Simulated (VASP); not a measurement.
Write the native input for VASP 6.6.1 that does the following.

- Task: single point
- Functional: LDA
- Potentials or basis: VASP PAW LDA potentials, release 64 (Pb_d, O)
- Cutoff: 600 eV
- k mesh: 5 × 5 × 5
- Occupations: fermi-dirac, width 0.02 eV
- Spin: no spin polarisation
- Dipole correction: no
- Further INCAR settings: ALGO = Normal; EDIFF = 1e-06; NBANDS = 20

The structure of PbO2 lies in POSCAR:

```
PbO2
1.0
    0.0000000000      2.5700000000      2.5700000000
    2.5700000000      0.0000000000      2.5700000000
    2.5700000000      2.5700000000      0.0000000000
Pb O
1 2
Direct
    0.0000000000      0.0000000000      0.0000000000
    0.2500000000      0.2500000000      0.2500000000
    0.7500000000      0.7500000000      0.7500000000
```

These files were run (other wordings do the same):

INCAR

```
SYSTEM = PbO2
ALGO = Normal
EDIFF = 1E-6
ENCUT = 600
GGA_COMPAT = .FALSE.
ISIF = 2
ISMEAR = -1
LASPH = .TRUE.
LCHARG = .FALSE.
LREAL = .FALSE.
LWAVE = .FALSE.
NBANDS = 20
NELM = 120
PREC = Accurate
SIGMA = 0.02
```

KPOINTS

```
k-points
0
G
  5 5 5
  0 0 0
```

Potentials or basis: VASP PAW LDA potentials, release 64 (Pb_d, O).

Launch:

```console
$ cat potpaw_LDA.64/Pb_d/POTCAR potpaw_LDA.64/O/POTCAR > POTCAR
$ mpirun -np 1 vasp_std > vasp.out
```

It gave:

| Item | Value |
| --- | --- |
| Pressure | 16.7 GPa |
| Band gap on the k mesh | zero (band 13 reaches 7.26 eV, above the bottom of band 14 at 5.97 eV) |

Caveat: the k points lie up to 0.42 Å⁻¹ apart; spin-orbit coupling is left out, which moves the levels of the heavy elements.

It took 21 s on 1 thread of AMD EPYC 7R13, with other jobs on the host, peak memory 0.12 GiB.
